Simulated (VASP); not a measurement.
## TiC: relaxation of cell and atoms with LDA

Crystal: TiC.

```xyz
2
Lattice="0.0000 2.1304 2.1304 2.1304 0.0000 2.1304 2.1304 2.1304 0.0000" Properties=species:S:1:pos:R:3 pbc="T T T"
Ti    0.0000    0.0000    0.0000
C     2.1304    2.1304    2.1304
```

| Property | Result |
| --- | --- |
| Program | VASP 6.6.1 |
| Task | relaxation of cell and atoms |
| Functional | LDA |
| Potentials or basis | VASP PAW LDA potentials, release 64 (Ti_sv, C) |
| Cutoff | 600 eV |
| k mesh | 16 × 16 × 16 |
| Occupations | gaussian, width 0.1 eV |
| Spin | no spin polarisation |
| Dipole correction | no |
| Further INCAR settings | ALGO = Normal; EDIFF = 1e-07; IBRION = 2; EDIFFG = -0.002; NSW = 100; ISIF = 3 |

* Relaxed volume: 9.69 Å³/atom
* Relaxed cell: a = 3.015 Å, b = 3.015 Å, c = 3.015 Å, α = 60.00°, β = 60.00°, γ = 60.00°
* Space group after relaxing (to 0.1 Å): Fm-3m (No. 225)
* Energy gained by relaxing: 0.0 meV/atom
* Ionic steps: 3
* Pressure after relaxing: 0.0 GPa
* Band gap on the k mesh: zero (bands 8 and 9 overlap by 1.07 eV)

Final structure:
```
CELL_PARAMETERS angstrom
0.00000 2.13190 2.13190
2.13190 0.00000 2.13190
2.13190 2.13190 0.00000
ATOMIC_POSITIONS crystal
Ti 0.00000 0.00000 0.00000
C 0.50000 0.50000 0.50000
```

Levels at points of the mesh, in eV from the Fermi level:
```
           k point  band 6  band 7  band 8  band 9  band 10  band 11
(0.00, 0.00, 0.00)    0.66    0.66    0.66    1.76     1.76     1.76
(0.50, 0.00, 0.00)   -6.02   -3.03   -3.03    3.08     3.08     4.35
(0.50, 0.50, 0.00)   -3.38   -1.80    0.05    0.05     2.91     3.72
```

Run time: 36 s on 1 thread of Intel(R) Xeon(R) Platinum 8488C (Sapphire Rapids), on a shared host, peak memory 0.17 GiB.
